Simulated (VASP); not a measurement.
# AlCu3 in VASP: notebook, part 2 of 2

VASP 6.6.1. The steps go on from the part before.

### Step 3. Single point, PBEsol (biaxial strain in the a-b plane: -1.5 %)

INCAR reads:

```
SYSTEM = AlCu3
PREC = Accurate ; ENCUT = 520
EDIFF = 1E-6 ; ISMEAR = 0
SIGMA = 0.1 ; LREAL = .False.
LASPH = .True. ; NELM = 100
ALGO = Fast ; ISIF = 2
LWAVE = .False. ; LCHARG = .False.
GGA = PS ; NBANDS = 26
```

KPOINTS reads:

```
Automatic mesh
0
Gamma
  16 16 16
  0 0 0
```

POSCAR reads:

```
AlCu3
1.0
    0.0000000000      2.8402184103      2.8402184103
    2.8402184103      0.0000000000      2.8402184103
    2.8863539378      2.8863539378     -0.0461355275
Al Cu
1 3
Direct
    0.0000000000      0.0000000000      0.0000000000
    0.5000000000      0.5000000000      0.5000000000
    0.2500000000      0.2500000000      0.2500000000
    0.7500000000      0.7500000000      0.7500000000
```

Potentials or basis: VASP PAW PBE potentials, release 64 (Al, Cu).

Started as:

```console
> cat potpaw_PBE.64/Al/POTCAR potpaw_PBE.64/Cu/POTCAR > POTCAR
> mpirun -np 1 vasp_std > vasp.out
```

Wall time 4.8 min (1 thread of Intel Xeon 6975P-C (Granite Rapids), shared host); peak memory 0.49 GiB.

Results (log left out):

```yaml
Free_energy: -17.7017 eV
Pressure: 4.0 GPa
Band_gap_on_the_k_mesh: zero (bands 18 and 19 overlap by 6.01 eV)
```

Stress tensor (GPa, compression positive):
```
 4.03 -1.91  1.91
-1.91  4.03  1.91
 1.91  1.91  4.03
```

Levels at points of the mesh, in eV from the Fermi level:
```
           k point  band 16  band 17  band 18  band 19  band 20  band 21
(0.00, 0.00, 0.00)    -2.57     3.51     3.86     3.86     4.04     4.29
(0.50, 0.00, 0.00)    -2.51    -2.23     2.56     2.65     2.89     2.94
(0.50, 0.50, 0.00)    -2.38    -2.37    -2.17    -2.15     1.98     2.49
(0.00, 0.00, 0.50)    -2.53    -2.23     2.79     2.79     3.09     3.09
```

Caveat: the cell differs from its parent crystal (biaxial strain in the a-b plane: -1.5 %); the cell stands under pressure; the PAW data sets were made with another functional, which shifts forces and pressure a little.

### Step 4. Single point, PBEsol (biaxial strain in the a-b plane: +1.5 %)

INCAR reads:

```
PREC = Accurate ; ENCUT = 520
EDIFF = 1E-6 ; ISMEAR = 0
SIGMA = 0.1 ; LREAL = F
LASPH = T ; NELM = 60
ALGO = Fast ; ISIF = 2
LWAVE = F ; LCHARG = F
GGA = PS ; NBANDS = 26
```

KPOINTS reads:

```
Automatic mesh
0
Gamma
  16 16 16
```

POSCAR reads:

```
AlCu3
1.0
    0.0000000000      2.9267225243      2.9267225243
    2.9267225243      0.0000000000      2.9267225243
    2.8805869969      2.8805869969      0.0461355275
Al Cu
1 3
Direct
    0.0000000000      0.0000000000      0.0000000000
    0.5000000000      0.5000000000      0.5000000000
    0.2500000000      0.2500000000      0.2500000000
    0.7500000000      0.7500000000      0.7500000000
```

Potentials or basis: VASP PAW PBE potentials, release 64 (Al, Cu).

Started as:

```console
> cat potpaw_PBE.64/Al/POTCAR potpaw_PBE.64/Cu/POTCAR > POTCAR
> mpirun -np 1 vasp_std > vasp.out
```

OUTCAR:

```text
PREC = Accurate
   ENCUT = 520
   EDIFF = 1E-6
   ISMEAR = 0
   LREAL = F
   LASPH = T
   NELM = 60
   ISIF = 2
   GGA = PS

 ion  position               nearest neighbor table
   1  0.000  0.000  0.000-   4 2.47   3 2.47   4 2.53   4 2.53   3 2.53   3 2.53   4 2.53   3 2.53
                             2 2.90   2 2.90   2 2.90   2 2.90   2 2.90   2 2.90
   2  0.500  0.500  0.500-   3 2.47   4 2.47   3 2.53   3 2.53   4 2.53   4 2.53   4 2.53   3 2.53
                             1 2.90   1 2.90   1 2.90   1 2.90   1 2.90   1 2.90
[... 903 lines left out ...]
  -------------------------------------------------------------------------------------
  Total       -0.6860171     -0.6860171     -0.6860171      0.5586332     -0.5586332     -0.5586332
  in kB      -22.4524270    -22.4524270    -22.4524270     18.2833191    -18.2833191    -18.2833191
  external PRESSURE =     -22.4524270 kB  Pullay stress =       0.0000000 kB

 VOLUME and BASIS-vectors are now :
 -----------------------------------------------------------------------------
  energy-cutoff  :      520.00
  volume of cell :       48.95
      direct lattice vectors                 reciprocal lattice vectors
     0.000000000  2.926722524  2.926722524    -0.172218693  0.169460435  0.172218693
     2.926722524  0.000000000  2.926722524     0.169460435 -0.172218693  0.172218693
     2.880586997  2.880586997  0.046135528     0.174976950  0.174976950 -0.174976950

 POSITION                                       TOTAL-FORCE (eV/Angst)
 -----------------------------------------------------------------------------------
      0.00000      0.00000      0.00000        -0.000000      0.000000      0.000000
      2.90365      2.90365      2.94979        -0.000000      0.000000      0.000000
      1.45183      1.45183      1.47490         0.000589      0.000589     -0.000589
      4.35548      4.35548      4.42469        -0.000589     -0.000589      0.000589
 -----------------------------------------------------------------------------------
    total drift:                               -0.000000     -0.000000      0.000000

  FREE ENERGIE OF THE ION-ELECTRON SYSTEM (eV)
  ---------------------------------------------------
  free  energy   TOTEN  =       -17.7108975586 eV

  energy  without entropy=      -17.7052438076  energy(sigma->0) =      -17.70807068
```

stdout:

```text
POSCAR found type information on POSCAR AlCu
 POSCAR found :  2 types and       4 ions
 scaLAPACK will be used
 -----------------------------------------------------------------------------
|                                                                             |
|                                                                             |
|     You enforced a specific xc type in the INCAR file but a different       |
|     I HOPE YOU KNOW WHAT YOU ARE DOING!                                     |
|                                                                             |
 -----------------------------------------------------------------------------

 LDA part: xc-table for (Slater+PW92), standard interpolation
 POSCAR, INCAR and KPOINTS ok, starting setup
 FFT: planning ... GRIDC
 FFT: planning ... GRID_SOFT
 FFT: planning ... GRID
 WAVECAR not read
 entering main loop
```

It took 4.6 min on 1 thread of Intel Xeon 6975P-C (Granite Rapids), shared host; peak memory 0.51 GiB.

What came out:

```yaml
Free_energy: -17.7109 eV
Pressure: -2.2 GPa
Band_gap_on_the_k_mesh: zero (bands 18 and 19 overlap by 5.63 eV)
```

Levels at points of the mesh, in eV from the Fermi level:
| k point | band 15 | band 16 | band 17 | band 18 | band 19 | band 20 | band 21 | band 22 |
| --- | --- | --- | --- | --- | --- | --- | --- | --- |
| (0.00, 0.00, 0.00) | -2.47 | -2.47 | 3.61 | 3.61 | 3.85 | 4.01 | 4.01 | 4.18 |
| (0.50, 0.00, 0.00) | -2.45 | -2.43 | -2.16 | 2.66 | 2.70 | 2.89 | 2.90 | 3.63 |
| (0.50, 0.50, 0.00) | -2.35 | -2.30 | -2.24 | -2.12 | -2.01 | 1.86 | 2.31 | 10.74 |
| (0.00, 0.00, 0.50) | -2.43 | -2.43 | -2.15 | 2.52 | 2.52 | 2.74 | 2.74 | 3.30 |

Caveat: the cell differs from its parent crystal (biaxial strain in the a-b plane: +1.5 %); the PAW data sets were made with another functional, which shifts forces and pressure a little.

### Step 5. Single point, PBEsol (biaxial strain in the a-b plane: +1.5 %, then relaxed in part)

INCAR reads:

```
  PREC = Accurate
  ENCUT = 520
  EDIFF = 1E-6
  ISMEAR = 0
  SIGMA = 0.1
  LREAL = F
  LASPH = T
  NELM = 60
  ALGO = Fast
  ISIF = 2
  LWAVE = F
  LCHARG = T
  GGA = PS
  LELF = T
  LVHAR = T
  NBANDS = 26
```

KPOINTS is that of step 4.

POSCAR reads:

```
AlCu3
1.0
    0.0000000000      2.9267225243      2.9267225243
    2.9267225243      0.0000000000      2.9267225243
    2.8853491360      2.8853491360      0.0413733883
Al Cu
1 3
Direct
    0.0000000000      0.0000000000      0.0000000000
    0.5000000000      0.5000000000      0.5000000000
    0.2499809229      0.2499809229      0.2500572313
    0.7500190771      0.7500190771      0.7499427687
```

Started as:

```console
> cat potpaw_PBE.64/Al/POTCAR potpaw_PBE.64/Cu/POTCAR > POTCAR
> mpirun -np 1 vasp_std > vasp.out
```

Run time: 4.5 min. Hardware: 1 thread of Intel Xeon 6975P-C (Granite Rapids), shared host; peak memory 0.51 GiB.

It converged, with:

| Property | Result |
| --- | --- |
| Free energy | -17.7117 eV |
| Pressure | -2.6 GPa |
| Band gap on the k mesh | zero (bands 18 and 19 overlap by 5.64 eV) |

Stress tensor (GPa, compression positive):
```
-2.61  1.61 -1.61
 1.61 -2.61 -1.61
-1.61 -1.61 -2.61
```

Levels at points of the mesh, in eV from the Fermi level:
```csv
k point,band 16,band 17,band 18,band 19,band 20,band 21
"(0.00, 0.00, 0.00)",-2.47,3.62,3.62,3.83,4.01,4.01
"(0.50, 0.00, 0.00)",-2.42,-2.16,2.66,2.69,2.88,2.89
"(0.50, 0.50, 0.00)",-2.29,-2.22,-2.11,-2.02,1.86,2.29
"(0.00, 0.00, 0.50)",-2.42,-2.15,2.53,2.53,2.75,2.75
```

Caveat: the cell differs from its parent crystal (biaxial strain in the a-b plane: +1.5 %, then relaxed in part); the PAW data sets were made with another functional, which shifts forces and pressure a little.

### Step 6. The runs side by side

| cell | k mesh | gap on the mesh (eV) | pressure (GPa) |
| --- | --- | --- | --- |
| a = 4.209 Å, angles 60.0°, 4 atoms | 12 × 12 × 12 | none | -10.6 |
| a = 4.017, b = 4.017, c = 4.082 Å, angles 60.5, 60.5, 60.0°, 4 atoms | 16 × 16 × 16 | none | 4.0 |
| a = 4.139, b = 4.139, c = 4.074 Å, angles 59.5, 59.5, 60.0°, 4 atoms | 16 × 16 × 16 | none | -2.2 |
| a = 4.139, b = 4.139, c = 4.081 Å, angles 59.5, 59.5, 60.0°, 4 atoms | 16 × 16 × 16 | none | -2.6 |

Alike in all rows: task single point; level PBEsol; potentials or basis VASP PAW PBE potentials, release 64 (Al, Cu); no spin polarisation; cutoff (eV) 520; smearing gaussian 0.1 eV.

Caveats: the PAW data sets were made with another functional, which shifts forces and pressure a little; the cell stands under tension (at least some runs); the cell stands under pressure (at least some runs).

Total energies depend on the potentials used, so only differences within one code and one set of settings carry meaning.
